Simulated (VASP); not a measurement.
# SiGe4 in VASP: relaxation of the atoms with PBE

Aim: the relaxation of the atoms of SiGe4 with PBE.

Everything below comes from runs of VASP 6.6.1. Logs are shortened: lines on timing, memory, paths and dates and some standing lists are left out, and cuts for length are marked.

**1. The cell of the first run**

The cell holds a slab with vacuum, 5 atoms: a = 4.074 Å, b = 4.074 Å, c = 19.740 Å, α = 90.00°, β = 90.00°, γ = 120.00°.

**2. Relaxation of the atoms, PBE**

The input, INCAR:

```
SYSTEM = SiGe4
PREC = Accurate
ENCUT = 520
EDIFF = 1E-6
ISMEAR = 0
SIGMA = 0.1
LREAL = .False.
LASPH = .True.
NELM = 80
ALGO = Normal
ISIF = 2
LWAVE = .False.
LCHARG = .False.
LDIPOL = .True.
IDIPOL = 3
DIPOL = 0.5 0.5 0.351
GGA = PE
IBRION = 2
NSW = 36
EDIFFG = -0.025
```

The input, KPOINTS:

```
Automatic mesh
0
Gamma
  9 9 1
  0 0 0
```

The input, POSCAR:

```
SiGe4
1.0
    4.0740542171      0.0000000000      0.0000000000
   -2.0370271085      3.5282344484      0.0000000000
    0.0000000000      0.0000000000     19.7403205846
Ge Si
4 1
Selective dynamics
Direct
    0.3333333333      0.6666666667      0.2026309544  F F F
    0.0000000000      0.0000000000      0.2447585800  F F F
    0.0000000000      0.0000000000      0.3792011874  F F F
    0.6666666667      0.3333333333      0.4174360061  F F F
    1.0000000000      1.0000000000      0.5087082366  F F T
```

Potentials or basis: VASP PAW PBE potentials, release 64 (Ge_d, Si).

On the command line:

```console
cat potpaw_PBE.64/Ge_d/POTCAR potpaw_PBE.64/Si/POTCAR > POTCAR
mpirun -np 1 vasp_std > vasp.out
```

OUTCAR:

```text
SYSTEM = SiGe4
   PREC = Accurate
   ENCUT = 520
   EDIFF = 1E-6
   ISMEAR = 0
   LREAL = .False.
   LASPH = .True.
   NELM = 80
   ISIF = 2
   GGA = PE
   IBRION = 2
   NSW = 36
   EDIFFG = -0.025

 ion  position               nearest neighbor table
   1  0.333  0.667  0.203-   2 2.49   2 2.49   2 2.49
   2  0.000  0.000  0.245-   1 2.49   1 2.49   1 2.49   3 2.65
   3  0.000  0.000  0.379-   4 2.47   4 2.47   4 2.47   5 2.56   2 2.65
   4  0.667  0.333  0.417-   3 2.47   3 2.47   3 2.47   5 2.96   5 2.96   5 2.96
   5  0.000  0.000  0.509-   3 2.56   4 2.96   4 2.96   4 2.96

  LATTYP: Found a hexagonal cell.
 ALAT       =     4.0740542171
 C/A-ratio  =     4.8453750325

  Lattice vectors:

 A1 = (   4.0740542171,   0.0000000000,   0.0000000000)
 A2 = (  -2.0370271085,   3.5282344484,   0.0000000000)
 A3 = (   0.0000000000,   0.0000000000,  19.7403205846)

Analysis of symmetry for initial positions (statically):
=====================================================================
 Subroutine PRICEL returns:
 Original cell was already a primitive cell.

 Routine SETGRP: Setting up the symmetry group for a
 hexagonal supercell.

 Subroutine GETGRP returns: Found  6 space group operations
 (whereof  6 operations were pure point group operations)
 out of a pool of 24 trial point group operations.

The static configuration has the point symmetry C_3v.

Analysis of symmetry for dynamics (positions and initial velocities):
=====================================================================
 Subroutine PRICEL returns:
 Original cell was already a primitive cell.

 Routine SETGRP: Setting up the symmetry group for a
 hexagonal supercell.

 Subroutine GETGRP returns: Found  6 space group operations
 (whereof  6 operations were pure point group operations)
 out of a pool of 24 trial point group operations.

The dynamic configuration has the point symmetry C_3v.

Analysis of constrained symmetry for selective dynamics:
=====================================================================
 Subroutine PRICEL returns:
 Original cell was already a primitive cell.

 Routine SETGRP: Setting up the symmetry group for a
 hexagonal supercell.

 Subroutine GETGRP returns: Found  6 space group operations
 (whereof  6 operations were pure point group operations)
 out of a pool of 24 trial point group operations.

The constrained configuration has the point symmetry C_3v.

 Subroutine INISYM returns: Found  6 space group operations
 (whereof  6 operations are pure point group operations),
 and found     1 'primitive' translations

----------------------------------------------------------------------------------------

                                     Primitive cell

  volume of cell :     283.7517

  direct lattice vectors                    reciprocal lattice vectors
     4.074054217  0.000000000  0.000000000     0.245455742  0.141713939  0.000000000
    -2.037027108  3.528234448  0.000000000     0.000000000  0.283427877  0.000000000
     0.000000000  0.000000000 19.740320585     0.000000000  0.000000000  0.050657739

  length of vectors
     4.074054217  4.074054217 19.740320585     0.283427877  0.283427877  0.050657739

  position of ions in fractional coordinates (direct lattice)
     0.333333333  0.666666667  0.202630954
     0.000000000  0.000000000  0.244758580
     0.000000000  0.000000000  0.379201187
     0.666666667  0.333333333  0.417436006
     0.000000000  0.000000000  0.508708237

  ion indices of the primitive-cell ions
   primitive index   ion index
                 1           1
                 2           2
                 3           3
                 4           4
                 5           5

----------------------------------------------------------------------------------------

 KPOINTS: Automatic mesh

Automatic generation of k-mesh.
 Grid dimensions read from file:
 generate k-points for:    9    9    1

 Generating k-lattice:

  Cartesian coordinates                     Fractional coordinates (reciprocal lattice)
     0.027272860  0.015745993  0.000000000     0.111111111 -0.000000000  0.000000000
     0.000000000  0.031491986  0.000000000     0.000000000  0.111111111  0.000000000
     0.000000000  0.000000000  0.050657739     0.000000000  0.000000000  1.000000000

  Length of vectors
     0.031491986  0.031491986  0.050657739

  Shift w.r.t. Gamma in fractional coordinates (k-lattice)
     0.000000000  0.000000000  0.000000000

 Subroutine IBZKPT returns following result:
 ===========================================

 Found     12 irreducible k-points:

 Following reciprocal coordinates:
            Coordinates               Weight
  0.000000  0.000000  0.000000      1.000000
  0.111111 -0.000000  0.000000      6.000000
  0.222222 -0.000000  0.000000      6.000000
  0.333333  0.000000  0.000000      6.000000
  0.444444 -0.000000  0.000000      6.000000
  0.111111  0.111111  0.000000      6.000000
  0.222222  0.111111  0.000000     12.000000
  0.333333  0.111111  0.000000     12.000000
  0.444444  0.111111  0.000000      6.000000
  0.222222  0.222222  0.000000      6.000000
  0.333333  0.222222  0.000000     12.000000
  0.333333  0.333333  0.000000      2.000000
   k-points           NKPTS =     12   k-points in BZ     NKDIM =     12   number of bands    NBANDS=     36
   number of dos      NEDOS =    301   number of ions     NIONS =      5
   total plane-waves  NPLWV = 135000
   dimension x,y,z NGX =    30 NGY =   30 NGZ =  150
   dimension x,y,z NGXF=    60 NGYF=   60 NGZF=  300
   ions per type =               4   1
   NGX,Y,Z   is equivalent  to a cutoff of  12.24, 12.24, 12.63 a.u.
   NGXF,Y,Z  is equivalent  to a cutoff of  24.48, 24.48, 25.26 a.u.
 SYSTEM =  SiGe4
   PREC   = accura    normal or accurate (medium, high low for compatibility)
   ISTART =      0    job   : 0-new  1-cont  2-samecut
   ICHARG =      2    charge: 1-file 2-atom 10-const
   ISPIN  =      1    spin polarized calculation?
   LNONCOLLINEAR =      F non collinear calculations
   LSORBIT =      F    spin-orbit coupling
   LASPH  =      T    aspherical Exc in radial PAW
   ENCUT  =  520.0 eV  38.22 Ry    6.18 a.u.   7.58  7.58 36.70*2*pi/ulx,y,z
   NELM   =     80;   NELMIN=  2; NELMDL= -5     # of ELM steps
   EDIFF  = 0.1E-05   stopping-criterion for ELM
   LREAL  =      F    real-space projection
   EDIFFG = -.3E-01   stopping-criterion for IOM
   NSW    =     36    number of steps for IOM
   IBRION =      2    ionic relax: 0-MD 1-quasi-New 2-CG
   NFREE  =      1    steps in history (QN), initial steepest desc. (CG)
   ISIF   =      2    stress and relaxation
   ISYM   =      2    0-nonsym 1-usesym 2-fastsym
   POTIM  = 0.5000    time-step for ionic-motion
   TEBEG  =    0.0;   TEEND  =   0.0 temperature during run
   PSTRESS=    0.0 pullay stress
   NELECT =      60.0000    total number of electrons
   NUPDOWN=      -1.0000    fix difference up-down
   EMIN   =  10.00;   EMAX   =-10.00  energy-range for DOS
   EFERMI =   0.00;   METHOD = LEGACY
   ISMEAR =     0;   SIGMA  =   0.10  broadening in eV -4-tet -1-fermi 0-gaus
   EFERMI_NEDOS =   21; number of points for ismear=-14 and -15
   IALGO  =     38    algorithm
   IMIX   =      4    mixing-type and parameters
     AMIX     =   0.40;   BMIX     =  1.00
     AMIX_MAG =   1.60;   BMIX_MAG =  1.00
  volume/ion in A,a.u.               =      56.75       382.97
  Fermi-wavevector in a.u.,A,eV,Ry     =   0.975317  1.843082 12.942449  0.951243
  Thomas-Fermi vector in A             =   2.105847
   LORBIT       =      0    0 simple, 1 ext, 2 COOP (PROOUT), +10 PAW based schemes
   GGA     = PE    functional components
   LHFCALC =     F    Hartree Fock is set to
   AEXX    =    0.0000 exact exchange contribution
   IVDW    =     0    specifies the selected vdW correction
   LEPSILON=     F    determine dielectric tensor
   LRPA    =     F    only Hartree local field effects (RPA)
 conjugate gradient relaxation of ions
 non-spin polarized calculation
 Gauss-broadening in eV      SIGMA  =   0.10
  energy-cutoff  :      520.00
  volume of cell :      283.75
 maximum number of plane-waves:      7693
   NGX = 15   NGY = 15   NGZ = 73

 dipolmoment           0.000000      0.000000      0.002272 electrons x Angstroem

--------------------------------------- Ionic step        1  -------------------------------------------

 number of electron      59.9999957 magnetization

 Free energy of the ion-electron system (eV)
  ---------------------------------------------------
  ext. energy  EPLUGINS =         0.00000000
  ---------------------------------------------------
  free energy    TOTEN  =       -20.28613545 eV

  energy without entropy =      -20.27662429  energy(sigma->0) =      -20.28137987

------------------------ aborting loop because EDIFF is reached ----------------------------------------

  FORCE on cell =-STRESS in cart. coord.  units (eV):
  Direction    XX          YY          ZZ          XY          YZ          ZX
  --------------------------------------------------------------------------------------
  -------------------------------------------------------------------------------------
  Total       -0.6238765     -0.6238765      0.2942334     -0.0000000      0.0000000      0.0000000
  in kB       -3.5226601     -3.5226601      1.6613611     -0.0000000      0.0000000      0.0000000
  external PRESSURE =      -1.7946530 kB  Pullay stress =       0.0000000 kB
[... 63 lines left out ...]
  energy  without entropy=      -20.2789972739  energy(sigma->0) =      -20.28364528

--------------------------------------- Ionic step        3  -------------------------------------------

 number of electron      59.9999957 magnetization

 dipolmoment           0.000000      0.000000     -0.032721 electrons x Angstroem

 Free energy of the ion-electron system (eV)
  ---------------------------------------------------
  ext. energy  EPLUGINS =         0.00000000
  ---------------------------------------------------
  free energy    TOTEN  =       -20.29051897 eV

  energy without entropy =      -20.28162339  energy(sigma->0) =      -20.28607118

 E-fermi :  -0.8886     XC(G=0):  -4.7483

 val. band max:       -0.9103756556   @ k =   0.0000   0.0000   0.0000
 cond. band min:      -0.8645587070   @ k =   0.4444  -0.0000   0.0000
 fundamental gap:      0.0458169486
 Fermi energy:        -0.8885587392

 k-point     1 :       0.0000    0.0000    0.0000
  band No.  band energies     occupation
      1     -25.8650      2.00000
      2     -25.8650      2.00000
      3     -25.7979      2.00000
      4     -25.7979      2.00000
      5     -25.7331      2.00000
      6     -25.6939      2.00000
[... 457 lines left out ...]
     35       3.7436      0.00000
     36       3.7915      0.00000

------------------------ aborting loop because EDIFF is reached ----------------------------------------

 vacuum level on the upper side and lower side of the slab       (xc-potential included)        -0.340         0.049

  FORCE on cell =-STRESS in cart. coord.  units (eV):
  Direction    XX          YY          ZZ          XY          YZ          ZX
  --------------------------------------------------------------------------------------
  -------------------------------------------------------------------------------------
  Total       -0.5585589     -0.5585589      0.8038315     -0.0000000     -0.0000000      0.0000000
  in kB       -3.1538508     -3.1538508      4.5387596     -0.0000000     -0.0000000      0.0000000
  external PRESSURE =      -0.5896474 kB  Pullay stress =       0.0000000 kB

 VOLUME and BASIS-vectors are now :
 -----------------------------------------------------------------------------
  energy-cutoff  :      520.00
  volume of cell :      283.75
      direct lattice vectors                 reciprocal lattice vectors
     4.074054217  0.000000000  0.000000000     0.245455742  0.141713939  0.000000000
    -2.037027108  3.528234448  0.000000000     0.000000000  0.283427877  0.000000000
     0.000000000  0.000000000 19.740320585     0.000000000  0.000000000  0.050657739
[... 11 lines left out ...]
  FREE ENERGIE OF THE ION-ELECTRON SYSTEM (eV)
  ---------------------------------------------------
  free  energy   TOTEN  =       -20.2905189669 eV

  energy  without entropy=      -20.2816233853  energy(sigma->0) =      -20.28607118

 reached required accuracy - stopping structural energy minimisation

 vacuum level on the upper side and lower side of the slab         3.519         3.904
```

Run time: 12 min. Hardware: 1 thread of Intel Xeon 8259CL, shared host; peak memory 0.42 GiB.

What came out:

| Item | Value |
| --- | --- |
| Free energy | -20.2905 eV |
| Energy gained by relaxing | 0.9 meV/atom |
| Ionic steps | 3 |
| Band gap on the k mesh | zero (bands 30 and 31 overlap by 0.23 eV) |

Step by step:
| step | energy change (eV) | largest force on free atoms (eV/Å) | pressure (GPa) |
| --- | --- | --- | --- |
| 1 | 0.0000 | 0.2273 | -0.18 |
| 2 | -0.0022 | 0.1647 | -0.14 |
| 3 | -0.0044 | 0.0226 | -0.06 |

Final structure:
```
Ge Si
1.0
     4.07405    0.00000    0.00000
    -2.03703    3.52823    0.00000
     0.00000    0.00000   19.74032
Ge Si
4 1
Direct
  0.33333 0.66667 0.20263
  0.00000 0.00000 0.24476
  0.00000 0.00000 0.37920
  0.66667 0.33333 0.41744
  0.00000 0.00000 0.50697
```

The gap in the log of VASP goes by the Fermi energy; the results here count the filled bands.